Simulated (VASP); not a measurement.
# PtSe2 in VASP: notebook

PtSe2 is run at these levels: PBE+D3(BJ); tasks: single point.

Program: VASP 6.6.1. These are calculated values, not measurements. Logs are shortened: lines on timing, memory, paths and dates and some standing lists are left out, and cuts for length are marked.

## Step 1: The cell of the first run

The cell holds a slab with vacuum, 6 atoms: a = 3.707 Å, b = 3.707 Å, c = 22.798 Å, α = 90.00°, β = 90.00°, γ = 120.00°.

## Step 2: Single point, PBE+D3(BJ) (layers slid over each other)

Input file INCAR:

```
SYSTEM = PtSe2
PREC = Accurate ; ENCUT = 520
EDIFF = 1E-6 ; ISMEAR = 0
SIGMA = 0.05 ; LREAL = .False.
LASPH = .True. ; NELM = 100
ALGO = Normal ; ISIF = 2
LWAVE = .False. ; LCHARG = .False.
LDIPOL = .True. ; IDIPOL = 3
DIPOL = 0.5 0.5 0.394 ; GGA = PE
IVDW = 12 ; NBANDS = 31
```

Input file KPOINTS:

```
regular mesh
0
Gamma
  9 9 1
  0 0 0
```

Input file POSCAR:

```
PtSe2
1.0
    3.7070357954      0.0000000000      0.0000000000
   -1.8535178977      3.2103871715      0.0000000000
    0.0000000000      0.0000000000     22.7981616618
Se Pt
4 2
Direct
    0.6666666667      0.3333333333      0.1973843359
    0.3333333333      0.6666666667      0.3135814605
    0.3333333333      1.1666666667      0.4741207204
    0.0000000000      1.5000000000      0.5903178450
    0.0000000000      0.0000000000      0.2554828982
   -0.3333333333      0.8333333333      0.5322192827
```

Potentials or basis: VASP PAW PBE potentials, release 64 (Se, Pt).

The run is started by

```sh
$ cat potpaw_PBE.64/Se/POTCAR potpaw_PBE.64/Pt/POTCAR > POTCAR
$ mpirun -np 1 vasp_std > vasp.out
```

OUTCAR:

```text
SYSTEM = PtSe2
   PREC = Accurate
   ENCUT = 520
   EDIFF = 1E-6
   ISMEAR = 0
   LREAL = .False.
   LASPH = .True.
   NELM = 100
   ISIF = 2
   GGA = PE
   IVDW = 12
 IVDW          = 12

 ion  position               nearest neighbor table
   1  0.667  0.333  0.197-   5 2.52   5 2.52   5 2.52
   2  0.333  0.667  0.314-   5 2.52   5 2.52   5 2.52
   3  0.333  0.167  0.474-   6 2.52   6 2.52   6 2.52
   4  0.000  0.500  0.590-   6 2.52   6 2.52   6 2.52
   5  0.000  0.000  0.255-   1 2.52   2 2.52   2 2.52   1 2.52   1 2.52   2 2.52
   6  0.667  0.833  0.532-   3 2.52   3 2.52   4 2.52   4 2.52   4 2.52   3 2.52

  LATTYP: Found a hexagonal cell.
 ALAT       =     3.7070357954
 C/A-ratio  =     6.1499707368

  Lattice vectors:

 A1 = (   3.7070357954,   0.0000000000,   0.0000000000)
 A2 = (  -1.8535178977,   3.2103871715,   0.0000000000)
 A3 = (   0.0000000000,   0.0000000000,  22.7981616618)

Analysis of symmetry for initial positions (statically):
=====================================================================
 Subroutine PRICEL returns:
 Original cell was already a primitive cell.

 Routine SETGRP: Setting up the symmetry group for a
 hexagonal supercell.

 Subroutine GETGRP returns: Found  4 space group operations
 (whereof  2 operations were pure point group operations)
 out of a pool of 24 trial point group operations.

The static configuration has the point symmetry C_1h.
 The point group associated with its full space group is C_2h.

Analysis of symmetry for dynamics (positions and initial velocities):
=====================================================================
 Subroutine PRICEL returns:
 Original cell was already a primitive cell.

 Routine SETGRP: Setting up the symmetry group for a
 hexagonal supercell.

 Subroutine GETGRP returns: Found  4 space group operations
 (whereof  2 operations were pure point group operations)
 out of a pool of 24 trial point group operations.

The dynamic configuration has the point symmetry C_1h.
 The point group associated with its full space group is C_2h.

 Subroutine INISYM returns: Found  4 space group operations
 (whereof  2 operations are pure point group operations),
 and found     1 'primitive' translations

----------------------------------------------------------------------------------------

                                     Primitive cell

  volume of cell :     271.3214

  direct lattice vectors                    reciprocal lattice vectors
[... 104 lines left out ...]
   PSTRESS=    0.0 pullay stress
   NELECT =      44.0000    total number of electrons
   NUPDOWN=      -1.0000    fix difference up-down
   EMIN   =  10.00;   EMAX   =-10.00  energy-range for DOS
   EFERMI =   0.00;   METHOD = LEGACY
   ISMEAR =     0;   SIGMA  =   0.05  broadening in eV -4-tet -1-fermi 0-gaus
   EFERMI_NEDOS =   21; number of points for ismear=-14 and -15
   IALGO  =     38    algorithm
   IMIX   =      4    mixing-type and parameters
     AMIX     =   0.40;   BMIX     =  1.00
     AMIX_MAG =   1.60;   BMIX_MAG =  1.00
  volume/ion in A,a.u.               =      45.22       305.16
  Fermi-wavevector in a.u.,A,eV,Ry     =   0.892752  1.687058 10.843938  0.797007
  Thomas-Fermi vector in A             =   2.014742
   LORBIT       =      0    0 simple, 1 ext, 2 COOP (PROOUT), +10 PAW based schemes
   GGA     = PE    functional components
   LHFCALC =     F    Hartree Fock is set to
   AEXX    =    0.0000 exact exchange contribution
   IVDW    =    12    specifies the selected vdW correction
   LEPSILON=     F    determine dielectric tensor
   LRPA    =     F    only Hartree local field effects (RPA)
 non-spin polarized calculation
 Gauss-broadening in eV      SIGMA  =   0.05
  energy-cutoff  :      520.00
  volume of cell :      271.32
 maximum number of plane-waves:      7334
   NGX = 13   NGY = 13   NGZ = 85

 dipolmoment           0.000000      0.000000      0.000052 electrons x Angstroem

 number of electron      44.0000001 magnetization

 dipolmoment           0.000000      0.000000     -0.000005 electrons x Angstroem

 Free energy of the ion-electron system (eV)
  ---------------------------------------------------
  ext. energy  EPLUGINS =         0.00000000
  ---------------------------------------------------
  free energy    TOTEN  =       -28.57633753 eV

  energy without entropy =      -28.57633753  energy(sigma->0) =      -28.57633753

 E-fermi :  -0.2512     XC(G=0):  -5.5330

 val. band max:       -0.5090180321   @ k =   0.1111   0.1111   0.0000
 cond. band min:       0.5349813414   @ k =   0.2222   0.0000   0.0000
 fundamental gap:      1.0439993735
 Fermi energy:        -0.2512145504

 k-point     1 :       0.0000    0.0000    0.0000
  band No.  band energies     occupation
      1     -14.7481      2.00000
      2     -14.7122      2.00000
      3     -13.0036      2.00000
      4     -12.9289      2.00000
      5      -5.9642      2.00000
      6      -5.7778      2.00000
[... 805 lines left out ...]
     30       6.9176      0.00000
     31       7.4195      0.00000

 [... further k-points ...]

------------------------ aborting loop because EDIFF is reached ----------------------------------------

 vacuum level on the upper side and lower side of the slab       (xc-potential included)        -0.173        -0.174

 Edisp (eV)   -2.03770

 E8    (eV) :    -0.9038

  FORCE on cell =-STRESS in cart. coord.  units (eV):
  Direction    XX          YY          ZZ          XY          YZ          ZX
  --------------------------------------------------------------------------------------
  -------------------------------------------------------------------------------------
  Total      -0.18769    -0.15533    -0.73997    -0.02802    -0.00435    -0.00753
  in kB      -1.10831    -0.91724    -4.36958    -0.16546    -0.02568    -0.04449
  external pressure =       -2.13 kB  Pullay stress =        0.00 kB

 VOLUME and BASIS-vectors are now :
 -----------------------------------------------------------------------------
  energy-cutoff  :      520.00
  volume of cell :      271.32
      direct lattice vectors                 reciprocal lattice vectors
     3.707035795  0.000000000  0.000000000     0.269757309  0.155744455  0.000000000
    -1.853517898  3.210387171  0.000000000     0.000000000  0.311488910  0.000000000
     0.000000000  0.000000000 22.798161662     0.000000000  0.000000000  0.043863186

 POSITION                                       TOTAL-FORCE (eV/Angst)
 -----------------------------------------------------------------------------------
      1.85352      1.07013      4.50000        -0.001487     -0.000858     -0.001160
     -0.00000      2.14026      7.14908        -0.004785     -0.002763      0.077669
      0.92676      0.53506     10.80908         0.004785      0.002763     -0.077669
     -0.92676      1.60519     13.45816         0.001487      0.000858      0.001160
      0.00000      0.00000      5.82454         0.006356      0.003669      0.066141
      0.92676      2.67532     12.13362        -0.006356     -0.003669     -0.066141
 -----------------------------------------------------------------------------------
    total drift:                               -0.000000      0.000000     -0.000152

  FREE ENERGIE OF THE ION-ELECTRON SYSTEM (eV)
  ---------------------------------------------------
  free  energy   TOTEN  =       -30.6140358127 eV

  energy  without entropy=      -30.6140358127  energy(sigma->0) =      -30.61403581

 vacuum level on the upper side and lower side of the slab         4.857         4.856
```

Wall time 9.9 min (1 thread of Intel Xeon Platinum 8375C at 2.90GHz (Ice Lake), shared host); peak memory 0.47 GiB.

Results:

| Item | Value |
| --- | --- |
| Free energy | -30.6140 eV |
| Largest force | 0.078 eV/Å |
| Band gap on the k mesh | 1.04 eV (least direct gap 1.20 eV) |
| Dispersion energy per atom | -0.340 eV |

Forces in eV/Å, atoms in the order of the input:
```
Se  -0.001 -0.001 -0.001
Se  -0.005 -0.003  0.078
Se   0.005  0.003 -0.078
Se   0.001  0.001  0.001
Pt   0.006  0.004  0.066
Pt  -0.006 -0.004 -0.066
```

Caveat: the cell differs from its parent crystal (layers slid over each other); spin-orbit coupling is left out, which moves the levels of the heavy elements.

## Step 3: Single point, PBE+D3(BJ) (layers slid over each other)

Input file INCAR:

```
ALGO = Normal ; DIPOL = 0.5 0.5 0.394
EDIFF = 1E-6 ; ENCUT = 520
GGA = PE ; IDIPOL = 3
ISIF = 2 ; ISMEAR = 0
IVDW = 12 ; LASPH = True
LCHARG = True ; LDIPOL = True
LELF = True ; LREAL = False
LVACPOTAV = True ; LVHAR = True
LWAVE = False ; NBANDS = 31
NELM = 80 ; PREC = Accurate
SIGMA = 0.05
```

Input file KPOINTS:

```
k-points
0
Gamma
  9 9 1
```

Input file POSCAR:

```
PtSe2
1.0
    3.7070357954      0.0000000000      0.0000000000
   -1.8535178977      3.2103871715      0.0000000000
    0.0000000000      0.0000000000     22.7981616618
Se Pt
4 2
Direct
    0.6666666667      0.3333333333      0.1973843359
    0.3333333333      0.6666666667      0.3135814605
    0.5000000000      1.0000000000      0.4741207204
    0.1666666667      1.3333333333      0.5903178450
    0.0000000000      0.0000000000      0.2554828982
   -0.1666666667      0.6666666667      0.5322192827
```

Potentials or basis: VASP PAW PBE potentials, release 64 (Se, Pt).

The run is started by

```sh
$ cat potpaw_PBE.64/Se/POTCAR potpaw_PBE.64/Pt/POTCAR > POTCAR
$ mpirun -np 1 vasp_std > vasp.out
```

Run time: 8.3 min. Hardware: 1 thread of Intel Xeon Platinum 8375C at 2.90GHz (Ice Lake), shared host; peak memory 0.47 GiB.

It converged, with:

```yaml
Free_energy: -30.6033 eV
Largest_force: 0.062 eV/Å
Band_gap_on_the_k_mesh: 0.99 eV (least direct gap 1.16 eV)
Dispersion_energy_per_atom: -0.339 eV
```

Forces on the atoms (eV/Å):
```
Se   0.000 -0.018 -0.002
Se   0.000 -0.029  0.054
Se   0.000  0.029 -0.054
Se   0.000  0.018  0.002
Pt   0.000  0.021  0.058
Pt   0.000 -0.021 -0.058
```

Levels at points of the mesh, in eV from the valence-band top:
```
           k point  band 19  band 20  band 21  band 22  band 23  band 24  band 25  band 26
(0.00, 0.00, 0.00)    -0.25    -0.24    -0.22    -0.22     2.71     2.72     2.73     2.74
```

Caveat: the cell differs from its parent crystal (layers slid over each other); spin-orbit coupling is left out, which moves the levels of the heavy elements.

## Step 4: Single point, PBE+D3(BJ) (layers slid over each other)

Input file INCAR:

```
PREC = Accurate
ENCUT = 520
EDIFF = 1E-6
ISMEAR = 0
SIGMA = 0.05
LREAL = F
LASPH = T
NELM = 100
ALGO = Normal
ISIF = 2
LWAVE = F
LCHARG = T
LDIPOL = T
IDIPOL = 3
DIPOL = 0.5 0.5 0.394
GGA = PE
IVDW = 12
LELF = T
LVHAR = T
LVACPOTAV = T
NBANDS = 31
```

Input file KPOINTS:

```
regular mesh
0
Gamma
  9 9 1
```

Input file POSCAR:

```
PtSe2
1.0
    3.7070357954      0.0000000000      0.0000000000
   -1.8535178977      3.2103871715      0.0000000000
    0.0000000000      0.0000000000     22.7981616618
Se Pt
4 2
Direct
    0.6666666667      0.3333333333      0.1973843359
    0.3333333333      0.6666666667      0.3135814605
    0.6666666667      0.8333333333      0.4741207204
    0.3333333333      1.1666666667      0.5903178450
    0.0000000000      0.0000000000      0.2554828982
    0.0000000000      0.5000000000      0.5322192827
```

The run is started by

```sh
$ cat potpaw_PBE.64/Se/POTCAR potpaw_PBE.64/Pt/POTCAR > POTCAR
$ mpirun -np 1 vasp_std > vasp.out
```

It took 5.4 min on 1 thread of Intel Xeon Platinum 8375C at 2.90GHz (Ice Lake), shared host; peak memory 0.49 GiB.

It converged, with:

| Quantity | Value |
| --- | --- |
| Free energy | -30.6032 eV |
| Largest force | 0.060 eV/Å |
| Band gap on the k mesh | 1.02 eV (least direct gap 1.20 eV) |
| Dispersion energy per atom | -0.339 eV |

Forces in eV/Å, atoms in the order of the input:
```
Se  -0.013 -0.007  0.000
Se  -0.019 -0.011  0.056
Se   0.019  0.011 -0.056
Se   0.013  0.007  0.000
Pt   0.010  0.006  0.052
Pt  -0.010 -0.006 -0.052
```

Levels at points of the mesh, in eV from the valence-band top:
```tsv
k point	band 18	band 19	band 20	band 21	band 22	band 23	band 24	band 25	band 26	band 27
(0.00, 0.00, 0.00)	-0.44	-0.23	-0.22	-0.20	-0.20	2.72	2.74	2.75	2.77	4.31
```

Caveat: the cell differs from its parent crystal (layers slid over each other); spin-orbit coupling is left out, which moves the levels of the heavy elements.

## Step 5: Summary

| cell | gap on the mesh (eV) | largest force (eV/Å) |
| --- | --- | --- |
| as given, atomic positions A | 1.04 | 0.08 |
| as given, atomic positions B | 0.99 | 0.06 |
| as given, atomic positions C | 1.02 | 0.06 |

Alike in all rows: task single point; level PBE+D3(BJ); potentials or basis VASP PAW PBE potentials, release 64 (Se, Pt); no spin polarisation; k mesh 9 × 9 × 1; cutoff (eV) 520; smearing gaussian 0.05 eV.

Caveats: spin-orbit coupling is left out, which moves the levels of the heavy elements.

Absolute energies hang on the potentials; compare differences alone.
